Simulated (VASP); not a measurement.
# SiC (R3m) in VASP: a series of runs

SiC is run at these levels: PBE; tasks: single point.

All numbers are computed with VASP 6.6.1; they aren't measurements. Logs are shortened: lines on timing, memory, paths and dates and some standing lists are left out, and cuts for length are marked.

### 1 The cell of the first run

The structure is trigonal, space group R3m (No. 160). Conventional cell: a = 3.007 Å, b = 3.007 Å, c = 7.853 Å, α = 90.00°, β = 90.00°, γ = 120.00°. Si (site symmetry 3m) has 4 C at 1.86 to 1.96 Å within 2.5 Å. Within 2.5 Å of C (site symmetry 3m) lie 4 Si at 1.86 to 1.96 Å.

### 2 Single point, PBE

Input file INCAR:

```
SYSTEM = SiC
ALGO = Normal ; EDIFF = 1E-6
ENCUT = 520 ; GGA = PE
ISIF = 2 ; ISMEAR = 0
LASPH = .True. ; LCHARG = .True.
LELF = .True. ; LREAL = .False.
LVHAR = .True. ; LWAVE = .False.
NBANDS = 11 ; NELM = 100
PREC = Accurate ; SIGMA = 0.05
```

Input file KPOINTS:

```
k-points
0
Gamma
  12 12 12
  0 0 0
```

Input file POSCAR:

```
SiC
1.0
    0.0000000000      2.1262497309      2.1262497309
    2.1262497309      0.0000000000      2.1262497309
    2.2200882190      2.2200882190     -0.0938384881
Si C
1 1
Direct
    0.0000000000      0.0000000000      0.0000000000
    0.7500000000      0.7500000000      0.7500000000
```

Potentials or basis: VASP PAW PBE potentials, release 64 (Si, C).

Launch:

```console
$ cat potpaw_PBE.64/Si/POTCAR potpaw_PBE.64/C/POTCAR > POTCAR
$ mpirun -np 1 vasp_std > vasp.out
```

OUTCAR:

```text
SYSTEM = SiC
   EDIFF = 1E-6
   ENCUT = 520
   GGA = PE
   ISIF = 2
   ISMEAR = 0
   LASPH = .True.
   LREAL = .False.
   NELM = 100
   PREC = Accurate

 ion  position               nearest neighbor table
   1  0.000  0.000  0.000-   2 1.86   2 1.86   2 1.86   2 1.96
   2  0.750  0.750  0.750-   1 1.86   1 1.86   1 1.86   1 1.96

  LATTYP: Found a trigonal (rhomboedric) cell.
 ALAT       =     3.1410808748
 COS(alpha) =     0.5417839404

  Lattice vectors:

 A1 = (   2.2200882190,   0.0938384881,  -2.2200882190)
 A2 = (   0.0938384881,   2.2200882190,  -2.2200882190)
 A3 = (   2.2200882190,   2.2200882190,  -0.0938384881)

Analysis of symmetry for initial positions (statically):
=====================================================================
 Subroutine PRICEL returns:
 Original cell was already a primitive cell.

 Routine SETGRP: Setting up the symmetry group for a
 trigonal (rhombohedral) supercell.

 Subroutine GETGRP returns: Found  6 space group operations
 (whereof  6 operations were pure point group operations)
 out of a pool of 12 trial point group operations.

The static configuration has the point symmetry C_3v.

Analysis of symmetry for dynamics (positions and initial velocities):
=====================================================================
 Subroutine PRICEL returns:
 Original cell was already a primitive cell.

 Routine SETGRP: Setting up the symmetry group for a
 trigonal (rhombohedral) supercell.

 Subroutine GETGRP returns: Found  6 space group operations
 (whereof  6 operations were pure point group operations)
 out of a pool of 12 trial point group operations.

The dynamic configuration has the point symmetry C_3v.

 Subroutine INISYM returns: Found  6 space group operations
 (whereof  6 operations are pure point group operations),
 and found     1 'primitive' translations

----------------------------------------------------------------------------------------

                                     Primitive cell

  volume of cell :      20.4980

  direct lattice vectors                    reciprocal lattice vectors
     0.000000000  2.126249731  2.126249731    -0.230288905  0.240022736  0.230288905
     2.126249731  0.000000000  2.126249731     0.240022736 -0.230288905  0.230288905
     2.220088219  2.220088219 -0.093838488     0.220555075  0.220555075 -0.220555075

  length of vectors
     3.006971206  3.006971206  3.141080875     0.404569986  0.404569986  0.382012595

  position of ions in fractional coordinates (direct lattice)
     0.000000000  0.000000000  0.000000000
     0.750000000  0.750000000  0.750000000

  ion indices of the primitive-cell ions
   primitive index   ion index
                 1           1
                 2           2

----------------------------------------------------------------------------------------

 KPOINTS: k-points

Automatic generation of k-mesh.
 Grid dimensions read from file:
 generate k-points for:   12   12   12

 Generating k-lattice:

  Cartesian coordinates                     Fractional coordinates (reciprocal lattice)
    -0.019190742  0.020001895  0.019190742     0.083333333  0.000000000  0.000000000
     0.020001895 -0.019190742  0.019190742     0.000000000  0.083333333  0.000000000
     0.018379590  0.018379590 -0.018379590     0.000000000  0.000000000  0.083333333

  Length of vectors
     0.033714165  0.033714165  0.031834383

  Shift w.r.t. Gamma in fractional coordinates (k-lattice)
     0.000000000  0.000000000  0.000000000

 Subroutine IBZKPT returns following result:
 ===========================================

 Found    189 irreducible k-points:

 Following reciprocal coordinates:
            Coordinates               Weight
  0.000000  0.000000  0.000000      1.000000
  0.083333  0.000000  0.000000      6.000000
  0.166667  0.000000 -0.000000      6.000000
  0.250000  0.000000  0.000000      6.000000
  0.333333  0.000000  0.000000      6.000000
  0.416667  0.000000 -0.000000      6.000000
[... 16 lines left out ...]
  0.500000  0.166667 -0.000000     12.000000
 -0.416667  0.166667 -0.000000     12.000000
 [... further k-points ...]
   k-points           NKPTS =    189   k-points in BZ     NKDIM =    189   number of bands    NBANDS=     11
   number of dos      NEDOS =    301   number of ions     NIONS =      2
   total plane-waves  NPLWV =  13824
   dimension x,y,z NGX =    24 NGY =   24 NGZ =   24
   dimension x,y,z NGXF=    48 NGYF=   48 NGZF=   48
   ions per type =               1   1
   NGX,Y,Z   is equivalent  to a cutoff of  13.27, 13.27, 12.70 a.u.
   NGXF,Y,Z  is equivalent  to a cutoff of  26.54, 26.54, 25.40 a.u.
 SYSTEM =  SiC
   PREC   = accura    normal or accurate (medium, high low for compatibility)
   ISTART =      0    job   : 0-new  1-cont  2-samecut
   ICHARG =      2    charge: 1-file 2-atom 10-const
   ISPIN  =      1    spin polarized calculation?
   LNONCOLLINEAR =      F non collinear calculations
   LSORBIT =      F    spin-orbit coupling
   LASPH  =      T    aspherical Exc in radial PAW
   ENCUT  =  520.0 eV  38.22 Ry    6.18 a.u.   5.59  5.59  5.84*2*pi/ulx,y,z
   NELM   =    100;   NELMIN=  2; NELMDL= -5     # of ELM steps
   EDIFF  = 0.1E-05   stopping-criterion for ELM
   LREAL  =      F    real-space projection
   EDIFFG = 0.1E-04   stopping-criterion for IOM
   NSW    =      0    number of steps for IOM
   IBRION =     -1    ionic relax: 0-MD 1-quasi-New 2-CG
   NFREE  =      0    steps in history (QN), initial steepest desc. (CG)
   ISIF   =      2    stress and relaxation
   ISYM   =      2    0-nonsym 1-usesym 2-fastsym
   POTIM  = 0.5000    time-step for ionic-motion
   TEBEG  =    0.0;   TEEND  =   0.0 temperature during run
   PSTRESS=    0.0 pullay stress
   NELECT =       8.0000    total number of electrons
   NUPDOWN=      -1.0000    fix difference up-down
   EMIN   =  10.00;   EMAX   =-10.00  energy-range for DOS
   EFERMI =   0.00;   METHOD = LEGACY
   ISMEAR =     0;   SIGMA  =   0.05  broadening in eV -4-tet -1-fermi 0-gaus
   EFERMI_NEDOS =   21; number of points for ismear=-14 and -15
   IALGO  =     38    algorithm
   IMIX   =      4    mixing-type and parameters
     AMIX     =   0.40;   BMIX     =  1.00
     AMIX_MAG =   1.60;   BMIX_MAG =  1.00
  volume/ion in A,a.u.               =      10.25        69.16
  Fermi-wavevector in a.u.,A,eV,Ry     =   1.196376  2.260823 19.474228  1.431315
  Thomas-Fermi vector in A             =   2.332318
   LORBIT       =      0    0 simple, 1 ext, 2 COOP (PROOUT), +10 PAW based schemes
   GGA     = PE    functional components
   LHFCALC =     F    Hartree Fock is set to
   AEXX    =    0.0000 exact exchange contribution
   IVDW    =     0    specifies the selected vdW correction
   LEPSILON=     F    determine dielectric tensor
   LRPA    =     F    only Hartree local field effects (RPA)
 non-spin polarized calculation
 Gauss-broadening in eV      SIGMA  =   0.05
  energy-cutoff  :      520.00
  volume of cell :       20.50
 maximum number of plane-waves:       569
 NGX is ok and might be reduce to    24
   NGX = 11   NGY = 11   NGZ = 11

 number of electron       8.0000000 magnetization

 Free energy of the ion-electron system (eV)
  ---------------------------------------------------
  ext. energy  EPLUGINS =         0.00000000
  ---------------------------------------------------
  free energy    TOTEN  =       -14.95696904 eV

  energy without entropy =      -14.95696904  energy(sigma->0) =      -14.95696904

 E-fermi :   8.5773     XC(G=0): -11.3962

 val. band max:        8.3529235632   @ k =   0.0000   0.0000   0.0000
 cond. band min:       9.4949976026   @ k =   0.5000   0.5000  -0.0000
 fundamental gap:      1.1420740393
 Fermi energy:         8.5772530412

 k-point     1 :       0.0000    0.0000    0.0000
  band No.  band energies     occupation
      1      -7.2773      2.00000
      2       7.9142      2.00000
      3       8.3529      2.00000
      4       8.3529      2.00000
      5      13.4086      0.00000
      6      15.8221      0.00000
      7      16.1015      0.00000
      8      16.1015      0.00000
      9      22.8165      0.00000
     10      22.8165      0.00000
     11      24.7460      0.00000

 k-point     2 :       0.0833    0.0000    0.0000
  band No.  band energies     occupation
      1      -7.1358      2.00000
      2       7.5580      2.00000
      3       7.9211      2.00000
      4       8.2396      2.00000
      5      13.5913      0.00000
      6      15.8716      0.00000
      7      16.2862      0.00000
      8      16.3649      0.00000
      9      21.8312      0.00000
     10      22.1376      0.00000
     11      24.7452      0.00000

 k-point     3 :       0.1667    0.0000   -0.0000
  band No.  band energies     occupation
      1      -6.7153      2.00000
      2       5.9902      2.00000
      3       7.6485      2.00000
      4       7.9596      2.00000
      5      13.8229      0.00000
      6      15.7537      0.00000
      7      16.6125      0.00000
      8      17.2296      0.00000
      9      20.8012      0.00000
     10      21.4730      0.00000
     11      23.9756      0.00000

 k-point     4 :       0.2500    0.0000    0.0000
  band No.  band energies     occupation
      1      -6.0299      2.00000
      2       4.0621      2.00000
      3       7.3898      2.00000
      4       7.6301      2.00000
      5      13.7594      0.00000
      6      15.6768      0.00000
      7      16.6019      0.00000
      8      17.9165      0.00000
      9      20.7801      0.00000
     10      21.8385      0.00000
     11      23.5001      0.00000
[... 239 lines left out ...]
 k-point    22 :       0.4167    0.1667    0.0000
  band No.  band energies     occupation
      1      -4.3714      2.00000
      2       1.9197      2.00000
      3       5.8076      2.00000
      4       6.1463      2.00000
      5      12.7329      0.00000
      6      16.0758      0.00000
      7      17.3955      0.00000
      8      18.3992      0.00000
      9      21.6459      0.00000
     10      25.1978      0.00000
     11      26.5765      0.00000

 k-point    23 :       0.5000    0.1667   -0.0000
  band No.  band energies     occupation
      1      -3.4218      2.00000
      2       0.5145      2.00000
      3       5.3600      2.00000
      4       6.2556      2.00000
      5      12.7700      0.00000
      6      15.8114      0.00000
      7      16.9948      0.00000
      8      19.4318      0.00000
      9      22.3164      0.00000
     10      25.3802      0.00000
     11      26.7106      0.00000

 k-point    24 :      -0.4167    0.1667   -0.0000
  band No.  band energies     occupation
      1      -3.1698      2.00000
      2       0.1820      2.00000
      3       5.0790      2.00000
      4       6.5342      2.00000
      5      13.0866      0.00000
      6      15.5447      0.00000
      7      16.7087      0.00000
      8      19.5507      0.00000
      9      23.0292      0.00000
     10      23.8937      0.00000
     11      26.7484      0.00000

 [... further k-points ...]
[... 5 lines left out ...]
  --------------------------------------------------------------------------------------
  -------------------------------------------------------------------------------------
  Total        0.8454130      0.8454130      0.8454130     -1.4687465      1.4687465      1.4687465
  in kB       66.0796890     66.0796890     66.0796890   -114.8010676    114.8010676    114.8010676
  external PRESSURE =      66.0796890 kB  Pullay stress =       0.0000000 kB

 VOLUME and BASIS-vectors are now :
 -----------------------------------------------------------------------------
  energy-cutoff  :      520.00
  volume of cell :       20.50
      direct lattice vectors                 reciprocal lattice vectors
     0.000000000  2.126249731  2.126249731    -0.230288905  0.240022736  0.230288905
     2.126249731  0.000000000  2.126249731     0.240022736 -0.230288905  0.230288905
     2.220088219  2.220088219 -0.093838488     0.220555075  0.220555075 -0.220555075

 POSITION                                       TOTAL-FORCE (eV/Angst)
 -----------------------------------------------------------------------------------
      0.00000      0.00000      0.00000         0.266792      0.266792     -0.266792
      3.25975      3.25975      3.11900        -0.266792     -0.266792      0.266792
 -----------------------------------------------------------------------------------
    total drift:                                0.000001      0.000001     -0.000001

  FREE ENERGIE OF THE ION-ELECTRON SYSTEM (eV)
  ---------------------------------------------------
  free  energy   TOTEN  =       -14.9569690366 eV

  energy  without entropy=      -14.9569690366  energy(sigma->0) =      -14.95696904
```

Wall time 15 s (1 thread of Intel Xeon Platinum 8488C (Sapphire Rapids), shared host); peak memory 0.16 GiB.

What came out:

| Property | Result |
| --- | --- |
| Free energy | -14.9570 eV |
| Pressure | 6.6 GPa |
| Largest force | 0.462 eV/Å |
| Band gap on the k mesh | 1.14 eV, indirect (least direct gap 4.15 eV) |

Forces on the atoms (eV/Å):
```
Si   0.267  0.267 -0.267
C   -0.267 -0.267  0.267
```

A k mesh can miss the band edges. As with any semilocal functional, this PBE gap is likely too small.

### 3 Single point, PBE

Input file INCAR:

```
SYSTEM = SiC
ALGO = Normal ; EDIFF = 1E-6
ENCUT = 520 ; GGA = PE
ISIF = 2 ; ISMEAR = 0
LASPH = .TRUE. ; LCHARG = .FALSE.
LREAL = .FALSE. ; LWAVE = .FALSE.
NBANDS = 11 ; NELM = 100
PREC = Accurate ; SIGMA = 0.05
```

Input file KPOINTS:

```
k-points
0
G
  12 12 12
  0 0 0
```

Input file POSCAR:

```
SiC
1.0
    0.0000000000      2.1490661855      2.1490661855
    2.1490661855      0.0000000000      2.1490661855
    2.1957725573      2.1957725573     -0.0467063718
Si C
1 1
Direct
    0.0000000000      0.0000000000      0.0000000000
    0.7500000000      0.7500000000      0.7500000000
```

Potentials or basis: VASP PAW PBE potentials, release 64 (Si, C).

Launch:

```console
$ cat potpaw_PBE.64/Si/POTCAR potpaw_PBE.64/C/POTCAR > POTCAR
$ mpirun -np 1 vasp_std > vasp.out
```

Wall time 14 s (1 thread of Intel Xeon Platinum 8488C (Sapphire Rapids), shared host); peak memory 0.16 GiB.

It converged, with:

```
Free energy            : -15.0283 eV
Pressure               : 5.7 GPa
Largest force          : 0.277 eV/Å
Band gap on the k mesh : 1.26 eV, indirect (least direct gap 4.37 eV)
```

Forces on the atoms (eV/Å):
```
Si   0.160  0.160 -0.160
C   -0.160 -0.160  0.160
```

Stress tensor (GPa, compression positive):
```
 5.69 -5.88  5.88
-5.88  5.69  5.88
 5.88  5.88  5.69
```

Levels at points of the mesh, in eV from the valence-band top:
```
           k point  band 2  band 3  band 4  band 5  band 6  band 7
(0.00, 0.00, 0.00)   -0.20    0.00    0.00    5.89    7.22    7.56
(0.50, 0.00, 0.00)   -8.63   -1.20   -1.16    5.27    6.90    7.35
(0.50, 0.50, 0.00)   -7.89   -3.43   -3.10    1.26    4.31   13.95
(0.00, 0.00, 0.50)   -8.70   -0.94   -0.94    5.92    7.47    7.47
```
